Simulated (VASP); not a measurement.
# Al2Cu (I4/mcm) in VASP: further runs

Al2Cu is run at these levels: PBEsol; tasks: single point.

All numbers are computed with VASP 6.6.1; they aren't measurements. Logs are shortened: lines on timing, memory, paths and dates and some standing lists are left out, and cuts for length are marked.

## Step 1: The cell of the first run

Symmetry: I4/mcm, No. 140, tetragonal system. The conventional cell has a = 6.039 Å, b = 6.039 Å, c = 4.684 Å, α = 90.00°, β = 90.00°, γ = 90.00°. Al (site symmetry m2m) has 4 Cu at 2.56 Å and 11 Al at 2.69 to 3.22 Å within 3.4 Å. Within 3.1 Å of Cu (site symmetry 422) lie 2 Cu at 2.34 Å and 8 Al at 2.56 Å.

## Step 2: Single point, PBEsol (uniaxial strain along c: -3.0 %, then relaxed in part)

Input file INCAR:

```
SYSTEM = Al2Cu
ALGO = Fast ; EDIFF = 1E-6
ENCUT = 520 ; GGA = PS
ISIF = 2 ; ISMEAR = 0
LASPH = .TRUE. ; LCHARG = .FALSE.
LREAL = .FALSE. ; LWAVE = .FALSE.
NBANDS = 46 ; NELM = 80
PREC = Accurate ; SIGMA = 0.1
```

Input file KPOINTS:

```
k-points
0
G
  6 6 8
  0 0 0
```

Input file POSCAR:

```
Al2Cu
1.0
    6.0385713929      0.0000000000      0.0000000000
    0.0000000000      6.0385713929      0.0000000000
    0.0000000000      0.0000000000      4.6838405169
Al Cu
8 4
Direct
    0.1574418046      0.3425581954      0.0000000000
    0.1574418046      0.6574418046      0.5000000000
    0.8425581954      0.3425581954      0.5000000000
    0.8425581954      0.6574418046      0.0000000000
    0.6574418046      0.8425581954      0.5000000000
    0.6574418046      0.1574418046      0.0000000000
    0.3425581954      0.8425581954      0.0000000000
    0.3425581954      0.1574418046      0.5000000000
    0.0000000000      0.0000000000      0.7500000000
    0.0000000000      0.0000000000      0.2500000000
    0.5000000000      0.5000000000      0.2500000000
    0.5000000000      0.5000000000      0.7500000000
```

Potentials or basis: VASP PAW PBE potentials, release 64 (Al, Cu).

Launch:

```
> cat potpaw_PBE.64/Al/POTCAR potpaw_PBE.64/Cu/POTCAR > POTCAR
> mpirun -np 1 vasp_std > vasp.out
```

OUTCAR:

```text
SYSTEM = Al2Cu
   EDIFF = 1E-6
   ENCUT = 520
   GGA = PS
   ISIF = 2
   ISMEAR = 0
   LASPH = .TRUE.
   LREAL = .FALSE.
   NELM = 80
   PREC = Accurate

 ion  position               nearest neighbor table
   1  0.157  0.343  0.000-   9 2.56  10 2.56  11 2.56  12 2.56   4 2.69   8 2.83   8 2.83   3 3.02
                             2 3.02   3 3.02   2 3.02   6 3.22   7 3.22   7 3.22   6 3.22
   2  0.157  0.657  0.500-   9 2.56  10 2.56  11 2.56  12 2.56   3 2.69   7 2.83   7 2.83   1 3.02
                             1 3.02   4 3.02   4 3.02   8 3.22   5 3.22   8 3.22   5 3.22
   3  0.843  0.343  0.500-   9 2.56  10 2.56  11 2.56  12 2.56   2 2.69   6 2.83   6 2.83   1 3.02
                             1 3.02   4 3.02   4 3.02   8 3.22   5 3.22   5 3.22   8 3.22
   4  0.843  0.657  0.000-   9 2.56  10 2.56  11 2.56  12 2.56   1 2.69   5 2.83   5 2.83   2 3.02
                             2 3.02   3 3.02   3 3.02   7 3.22   6 3.22   6 3.22   7 3.22
   5  0.657  0.843  0.500-   9 2.56  10 2.56  11 2.56  12 2.56   8 2.69   4 2.83   4 2.83   6 3.02
                             7 3.02   6 3.02   7 3.02   3 3.22   2 3.22   3 3.22   2 3.22
   6  0.657  0.157  0.000-   9 2.56  10 2.56  11 2.56  12 2.56   7 2.69   3 2.83   3 2.83   8 3.02
                             5 3.02   5 3.02   8 3.02   1 3.22   4 3.22   4 3.22   1 3.22
   7  0.343  0.843  0.000-   9 2.56  10 2.56  11 2.56  12 2.56   6 2.69   2 2.83   2 2.83   8 3.02
                             5 3.02   5 3.02   8 3.02   1 3.22   4 3.22   1 3.22   4 3.22
   8  0.343  0.157  0.500-   9 2.56  10 2.56  11 2.56  12 2.56   5 2.69   1 2.83   1 2.83   7 3.02
                             6 3.02   6 3.02   7 3.02   2 3.22   3 3.22   2 3.22   3 3.22
   9  0.000  0.000  0.750-  10 2.34  10 2.34   3 2.56   4 2.56   5 2.56   6 2.56   7 2.56   8 2.56
                             1 2.56   2 2.56
  10  0.000  0.000  0.250-   9 2.34   9 2.34   3 2.56   4 2.56   5 2.56   6 2.56   7 2.56   8 2.56
                             1 2.56   2 2.56
  11  0.500  0.500  0.250-  12 2.34  12 2.34   3 2.56   4 2.56   5 2.56   6 2.56   7 2.56   8 2.56
                             1 2.56   2 2.56
  12  0.500  0.500  0.750-  11 2.34  11 2.34   3 2.56   4 2.56   5 2.56   6 2.56   7 2.56   8 2.56
                             1 2.56   2 2.56

  LATTYP: Found a simple tetragonal cell.
 ALAT       =     6.0385713929
 C/A-ratio  =     0.7756537453

  Lattice vectors:

 A1 = (   6.0385713929,   0.0000000000,   0.0000000000)
 A2 = (   0.0000000000,   6.0385713929,   0.0000000000)
 A3 = (   0.0000000000,   0.0000000000,   4.6838405169)

Analysis of symmetry for initial positions (statically):
=====================================================================
 Subroutine PRICEL returns following result:

  LATTYP: Found a body centered tetragonal cell.
 ALAT       =     6.0385713929
 C/A-ratio  =     0.7756537453

  Lattice vectors:

 A1 = (   3.0192856964,  -3.0192856965,  -2.3419202585)
 A2 = (  -3.0192856964,   3.0192856965,  -2.3419202585)
 A3 = (   3.0192856964,   3.0192856964,   2.3419202585)

   2 primitive cells build up your supercell.

 Routine SETGRP: Setting up the symmetry group for a
 simple tetragonal supercell.

 Subroutine GETGRP returns: Found 16 space group operations
 (whereof  8 operations were pure point group operations)
 out of a pool of 16 trial point group operations.

The static configuration has the point symmetry C_4h.
 The point group associated with its full space group is D_4h.

Analysis of symmetry for dynamics (positions and initial velocities):
=====================================================================
 Subroutine PRICEL returns following result:

  LATTYP: Found a body centered tetragonal cell.
 ALAT       =     6.0385713929
 C/A-ratio  =     0.7756537453

  Lattice vectors:

 A1 = (   3.0192856964,  -3.0192856965,  -2.3419202585)
 A2 = (  -3.0192856964,   3.0192856965,  -2.3419202585)
 A3 = (   3.0192856964,   3.0192856964,   2.3419202585)

   2 primitive cells build up your supercell.

 Routine SETGRP: Setting up the symmetry group for a
 simple tetragonal supercell.

 Subroutine GETGRP returns: Found 16 space group operations
 (whereof  8 operations were pure point group operations)
[... 38 lines left out ...]
                 6          10

----------------------------------------------------------------------------------------

 KPOINTS: k-points

Automatic generation of k-mesh.
 Grid dimensions read from file:
 generate k-points for:    6    6    8

 Generating k-lattice:

  Cartesian coordinates                     Fractional coordinates (reciprocal lattice)
     0.027600347  0.000000000  0.000000000     0.166666667  0.000000000  0.000000000
     0.000000000  0.027600347  0.000000000     0.000000000  0.166666667  0.000000000
     0.000000000  0.000000000  0.026687501     0.000000000  0.000000000  0.125000000

  Length of vectors
     0.027600347  0.027600347  0.026687501

  Shift w.r.t. Gamma in fractional coordinates (k-lattice)
     0.000000000  0.000000000  0.000000000

 Subroutine IBZKPT returns following result:
 ===========================================

 Found     50 irreducible k-points:

 Following reciprocal coordinates:
            Coordinates               Weight
  0.000000  0.000000  0.000000      1.000000
  0.166667  0.000000  0.000000      4.000000
  0.333333  0.000000  0.000000      4.000000
  0.500000  0.000000  0.000000      2.000000
  0.166667  0.166667  0.000000      4.000000
  0.333333  0.166667  0.000000      8.000000
[... 16 lines left out ...]
  0.333333  0.000000  0.250000      8.000000
  0.500000  0.000000  0.250000      4.000000
 [... further k-points ...]
   k-points           NKPTS =     50   k-points in BZ     NKDIM =     50   number of bands    NBANDS=     46
   number of dos      NEDOS =    301   number of ions     NIONS =     12
   total plane-waves  NPLWV =  82944
   dimension x,y,z NGX =    48 NGY =   48 NGZ =   36
   dimension x,y,z NGXF=    96 NGYF=   96 NGZF=   72
   ions per type =               8   4
   NGX,Y,Z   is equivalent  to a cutoff of  13.21, 13.21, 12.78 a.u.
   NGXF,Y,Z  is equivalent  to a cutoff of  26.43, 26.43, 25.56 a.u.
 SYSTEM =  Al2Cu
   PREC   = accura    normal or accurate (medium, high low for compatibility)
   ISTART =      0    job   : 0-new  1-cont  2-samecut
   ICHARG =      2    charge: 1-file 2-atom 10-const
   ISPIN  =      1    spin polarized calculation?
   LNONCOLLINEAR =      F non collinear calculations
   LSORBIT =      F    spin-orbit coupling
   LASPH  =      T    aspherical Exc in radial PAW
   ENCUT  =  520.0 eV  38.22 Ry    6.18 a.u.  11.23 11.23  8.71*2*pi/ulx,y,z
   NELM   =     80;   NELMIN=  2; NELMDL= -5     # of ELM steps
   EDIFF  = 0.1E-05   stopping-criterion for ELM
   LREAL  =      F    real-space projection
   EDIFFG = 0.1E-04   stopping-criterion for IOM
   NSW    =      0    number of steps for IOM
   IBRION =     -1    ionic relax: 0-MD 1-quasi-New 2-CG
   NFREE  =      0    steps in history (QN), initial steepest desc. (CG)
   ISIF   =      2    stress and relaxation
   ISYM   =      2    0-nonsym 1-usesym 2-fastsym
   POTIM  = 0.5000    time-step for ionic-motion
   TEBEG  =    0.0;   TEEND  =   0.0 temperature during run
   PSTRESS=    0.0 pullay stress
   NELECT =      68.0000    total number of electrons
   NUPDOWN=      -1.0000    fix difference up-down
   EMIN   =  10.00;   EMAX   =-10.00  energy-range for DOS
   EFERMI =   0.00;   METHOD = LEGACY
   ISMEAR =     0;   SIGMA  =   0.10  broadening in eV -4-tet -1-fermi 0-gaus
   EFERMI_NEDOS =   21; number of points for ismear=-14 and -15
   IALGO  =     68    algorithm
   IMIX   =      4    mixing-type and parameters
     AMIX     =   0.40;   BMIX     =  1.00
     AMIX_MAG =   1.60;   BMIX_MAG =  1.00
  volume/ion in A,a.u.               =      14.23        96.05
  Fermi-wavevector in a.u.,A,eV,Ry     =   1.204354  2.275900 19.734835  1.450469
  Thomas-Fermi vector in A             =   2.340082
   LORBIT       =      0    0 simple, 1 ext, 2 COOP (PROOUT), +10 PAW based schemes
   GGA     = PS    functional components
   LHFCALC =     F    Hartree Fock is set to
   AEXX    =    0.0000 exact exchange contribution
   IVDW    =     0    specifies the selected vdW correction
   LEPSILON=     F    determine dielectric tensor
   LRPA    =     F    only Hartree local field effects (RPA)
 non-spin polarized calculation
 RMM-DIIS sequential band-by-band and
 Gauss-broadening in eV      SIGMA  =   0.10
  energy-cutoff  :      520.00
  volume of cell :      170.79
 maximum number of plane-waves:      4626
 NGX is ok and might be reduce to    48
   NGX = 23   NGY = 23   NGZ = 17

 number of electron      67.9999982 magnetization

 Free energy of the ion-electron system (eV)
  ---------------------------------------------------
  ext. energy  EPLUGINS =         0.00000000
  ---------------------------------------------------
  free energy    TOTEN  =       -51.94573417 eV

  energy without entropy =      -51.92135690  energy(sigma->0) =      -51.93354553

 E-fermi :   8.4742     XC(G=0): -11.1436

 val. band max:        8.4735157506   @ k =   0.0000   0.0000   0.3750
 cond. band min:       8.4748870374   @ k =   0.3333   0.1667   0.3750
 fundamental gap:      0.0013712868
 Fermi energy:         8.4742322763

 k-point     1 :       0.0000    0.0000    0.0000
  band No.  band energies     occupation
      1      -2.6757      2.00000
      2       1.1130      2.00000
      3       1.1447      2.00000
      4       1.3333      2.00000
      5       1.3333      2.00000
      6       2.8389      2.00000
[... 1165 lines left out ...]
     45      13.3037      0.00000
     46      13.3050      0.00000

 [... further k-points ...]
[... 5 lines left out ...]
  --------------------------------------------------------------------------------------
  -------------------------------------------------------------------------------------
  Total        0.2818183      0.2818183      6.1113752      0.0000000      0.0000000     -0.0000000
  in kB        2.6436828      2.6436828     57.3296148      0.0000000      0.0000000     -0.0000000
  external PRESSURE =      20.8723268 kB  Pullay stress =       0.0000000 kB

 VOLUME and BASIS-vectors are now :
 -----------------------------------------------------------------------------
  energy-cutoff  :      520.00
  volume of cell :      170.79
      direct lattice vectors                 reciprocal lattice vectors
     6.038571393  0.000000000  0.000000000     0.165602083  0.000000000  0.000000000
     0.000000000  6.038571393  0.000000000     0.000000000  0.165602083  0.000000000
     0.000000000  0.000000000  4.683840517     0.000000000  0.000000000  0.213500011

 POSITION                                       TOTAL-FORCE (eV/Angst)
 -----------------------------------------------------------------------------------
      0.95072      2.06856      0.00000        -0.001869      0.001869     -0.000000
      0.95072      3.97001      2.34192        -0.001869     -0.001869     -0.000000
      5.08785      2.06856      2.34192         0.001869      0.001869      0.000000
      5.08785      3.97001      0.00000         0.001869     -0.001869      0.000000
      3.97001      5.08785      2.34192        -0.001869      0.001869     -0.000000
      3.97001      0.95072      0.00000        -0.001869     -0.001869     -0.000000
      2.06856      5.08785      0.00000         0.001869      0.001869      0.000000
      2.06856      0.95072      2.34192         0.001869     -0.001869      0.000000
      0.00000      0.00000      3.51288        -0.000000      0.000000      0.000000
      0.00000      0.00000      1.17096         0.000000      0.000000      0.000000
      3.01929      3.01929      1.17096         0.000000      0.000000      0.000000
      3.01929      3.01929      3.51288        -0.000000      0.000000      0.000000
 -----------------------------------------------------------------------------------
    total drift:                               -0.000000     -0.000000     -0.000000

  FREE ENERGIE OF THE ION-ELECTRON SYSTEM (eV)
  ---------------------------------------------------
  free  energy   TOTEN  =       -51.9457341660 eV

  energy  without entropy=      -51.9213568997  energy(sigma->0) =      -51.93354553
```

Wall time 10 min (1 thread of Intel Xeon 6975P-C (Granite Rapids), shared host); peak memory 0.45 GiB.

What came out:

```
Free energy            : -51.9457 eV
Pressure               : 2.1 GPa
Band gap on the k mesh : zero (band 34 reaches 9.47 eV, above the bottom of band 35 at 7.55 eV)
```

Forces on the atoms (eV/Å):
```
Al  -0.002  0.002  0.000
Al  -0.002 -0.002  0.000
Al   0.002  0.002  0.000
Al   0.002 -0.002  0.000
Al  -0.002  0.002  0.000
Al  -0.002 -0.002  0.000
Al   0.002  0.002  0.000
Al   0.002 -0.002  0.000
Cu   0.000  0.000  0.000
Cu   0.000  0.000  0.000
Cu   0.000  0.000  0.000
Cu   0.000  0.000  0.000
```

Stress tensor (GPa, compression positive):
```
0.26 0.00 0.00
0.00 0.26 0.00
0.00 0.00 5.73
```

Caveat: the cell differs from its parent crystal (uniaxial strain along c: -3.0 %, then relaxed in part); the PAW data sets were made with another functional, which shifts forces and pressure a little.

## Step 3: Single point, PBEsol (uniaxial strain along c: -3.0 %)

Input file INCAR:

```
SYSTEM = Al2Cu
PREC     = Accurate       ! precision mode
ENCUT    = 520            ! plane-wave cutoff, eV
EDIFF    = 1E-6           ! SCF threshold, eV
ISMEAR   = 0              ! smearing method
SIGMA    = 0.1            ! smearing width, eV
LREAL    = .FALSE.        ! projectors in reciprocal space
LASPH    = .TRUE.         ! aspherical terms in the spheres
NELM     = 60             ! most SCF steps
ALGO     = Fast           ! electronic algorithm
ISIF     = 2              ! what is computed and relaxed
LWAVE    = .FALSE.        ! write WAVECAR
LCHARG   = .FALSE.        ! write CHGCAR
GGA      = PS             ! functional
NBANDS   = 46             ! bands
```

Input file KPOINTS:

```
regular mesh
0
G
  6 6 8
  0 0 0
```

Input file POSCAR:

```
Al2Cu
1.0
    6.0372926624      0.0000000000      0.0000000000
    0.0000000000      6.0372926624      0.0000000000
    0.0000000000      0.0000000000      4.6838405169
Al Cu
8 4
Direct
    0.1577983003      0.3422016997      0.0000000000
    0.1577983003      0.6577983003      0.5000000000
    0.8422016997      0.3422016997      0.5000000000
    0.8422016997      0.6577983003      0.0000000000
    0.6577983003      0.8422016997      0.5000000000
    0.6577983003      0.1577983003      0.0000000000
    0.3422016997      0.8422016997      0.0000000000
    0.3422016997      0.1577983003      0.5000000000
    0.0000000000      0.0000000000      0.7500000000
    0.0000000000      0.0000000000      0.2500000000
    0.5000000000      0.5000000000      0.2500000000
    0.5000000000      0.5000000000      0.7500000000
```

Potentials or basis: VASP PAW PBE potentials, release 64 (Al, Cu).

Launch:

```
> cat potpaw_PBE.64/Al/POTCAR potpaw_PBE.64/Cu/POTCAR > POTCAR
> mpirun -np 1 vasp_std > vasp.out
```

Run time: 9.3 min. Hardware: 1 thread of Intel Xeon 6975P-C (Granite Rapids), shared host; peak memory 0.45 GiB.

Results (log left out):

```yaml
Free_energy: -51.9452 eV
Pressure: 2.1 GPa
Largest_force: 0.029 eV/Å
Band_gap_on_the_k_mesh: zero (band 34 reaches 9.48 eV, above the bottom of band 35 at 7.56 eV)
```

Forces on the atoms (eV/Å):
```
Al  -0.020  0.020  0.000
Al  -0.020 -0.020  0.000
Al   0.020  0.020  0.000
Al   0.020 -0.020  0.000
Al  -0.020  0.020  0.000
Al  -0.020 -0.020  0.000
Al   0.020  0.020  0.000
Al   0.020 -0.020  0.000
Cu   0.000  0.000  0.000
Cu   0.000  0.000  0.000
Cu   0.000  0.000  0.000
Cu   0.000  0.000  0.000
```

Stress tensor (GPa, compression positive):
```
0.29 0.00 0.00
0.00 0.29 0.00
0.00 0.00 5.78
```

Levels at points of the mesh, in eV from the Fermi level:
| k point | band 32 | band 33 | band 34 | band 35 | band 36 | band 37 |
| --- | --- | --- | --- | --- | --- | --- |
| (0.00, 0.00, 0.00) | -1.21 | -1.21 | -1.00 | -0.11 | -0.06 | 1.72 |
| (0.50, 0.00, 0.00) | -1.70 | 0.00 | 0.00 | 0.57 | 0.57 | 1.59 |
| (0.50, 0.50, 0.00) | -1.61 | -0.81 | -0.81 | -0.52 | -0.52 | 0.51 |
| (0.00, 0.00, 0.50) | -1.04 | -0.92 | -0.92 | -0.92 | -0.92 | 0.04 |
| (0.50, 0.00, 0.50) | -2.75 | 0.05 | 0.05 | 0.05 | 0.05 | 3.87 |
| (0.50, 0.50, 0.50) | 0.18 | 0.60 | 0.60 | 0.60 | 0.60 | 1.62 |

Caveat: the cell differs from its parent crystal (uniaxial strain along c: -3.0 %); the PAW data sets were made with another functional, which shifts forces and pressure a little.
